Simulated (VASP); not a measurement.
Set up this calculation in VASP 6.6.1, as the native input.

```
Task                    : single point
Functional              : PBEsol
Potentials or basis     : VASP PAW PBE potentials, release 64 (Ti_sv, Te)
Cutoff                  : 520 eV
k mesh                  : 13 × 13 × 7
Occupations             : fermi-dirac, width 0.03 eV
Spin                    : no spin polarisation
Dipole correction       : no
k mesh for the DOS      : 20 × 20 × 11
Occupations for the DOS : tetrahedron
Further INCAR settings  : ALGO = Normal; EDIFF = 1e-06; NBANDS = 19
```

The system is TiTe2.

```
CELL_PARAMETERS angstrom
3.77700 0.00000 0.00000
-1.88850 3.27098 0.00000
0.00000 0.00000 6.49800
ATOMIC_POSITIONS crystal
Ti 0.00000 0.00000 0.00000
Te 0.66667 0.33333 0.26280
Te 0.33333 0.66667 0.73720
```

One way to write it, as run:

POSCAR

```
TiTe2
1.0
    3.7770008876      0.0000000000      0.0000000000
   -1.8885004438      3.2709787188      0.0000000000
    0.0000000000      0.0000000000      6.4980000000
Ti Te
1 2
Direct
    0.0000000000      0.0000000000      0.0000000000
    0.6666666667      0.3333333333      0.2628000000
    0.3333333333      0.6666666667      0.7372000000
```

INCAR.step1

```
PREC     = Accurate       # precision mode
ENCUT    = 520            # plane-wave cutoff, eV
EDIFF    = 1E-6           # SCF threshold, eV
ISMEAR   = -1             # smearing method
SIGMA    = 0.03           # smearing width, eV
LREAL    = F              # projectors in reciprocal space
LASPH    = T              # aspherical terms in the spheres
NELM     = 100            # most SCF steps
ALGO     = Normal         # electronic algorithm
ISIF     = 2              # what is computed and relaxed
LWAVE    = F              # write WAVECAR
LCHARG   = T              # write CHGCAR
LMAXMIX  = 4              # l up to which the mixer works
GGA      = PS             # functional
NBANDS   = 19             # bands
```

KPOINTS.step1

```
Automatic mesh
0
Gamma
  13 13 7
```

INCAR.step2

```
PREC     = Accurate       # precision mode
ENCUT    = 520            # plane-wave cutoff, eV
EDIFF    = 1E-6           # SCF threshold, eV
ISMEAR   = -5             # smearing method
SIGMA    = 0.03           # smearing width, eV
LREAL    = F              # projectors in reciprocal space
LASPH    = T              # aspherical terms in the spheres
NELM     = 100            # most SCF steps
ALGO     = Normal         # electronic algorithm
ISIF     = 2              # what is computed and relaxed
LWAVE    = F              # write WAVECAR
LCHARG   = F              # write CHGCAR
LMAXMIX  = 4              # l up to which the mixer works
GGA      = PS             # functional
LORBIT   = 11             # projections on sites
NBANDS   = 19             # bands
NEDOS    = 2001           # points of the DOS
ICHARG   = 11             # starting density
```

KPOINTS.step2

```
Automatic mesh
0
Gamma
  20 20 11
```

Potentials or basis: VASP PAW PBE potentials, release 64 (Ti_sv, Te).

The run is started by

```console
$ cat potpaw_PBE.64/Ti_sv/POTCAR potpaw_PBE.64/Te/POTCAR > POTCAR
$ cp INCAR.step1 INCAR
$ cp KPOINTS.step1 KPOINTS
$ mpirun -np 1 vasp_std > vasp.out
$ cp INCAR.step2 INCAR
$ cp KPOINTS.step2 KPOINTS
$ mpirun -np 1 vasp_std > vasp.out
```

It gave:

| Property | Result |
| --- | --- |
| Valence electrons inside the program's atomic spheres | Ti 10.16; Te 3.41 |

Run time: 4.4 min on 1 thread of AMD EPYC 9R45 96-Core Processor (Zen 5) (shared host), peak memory 0.65 GiB.
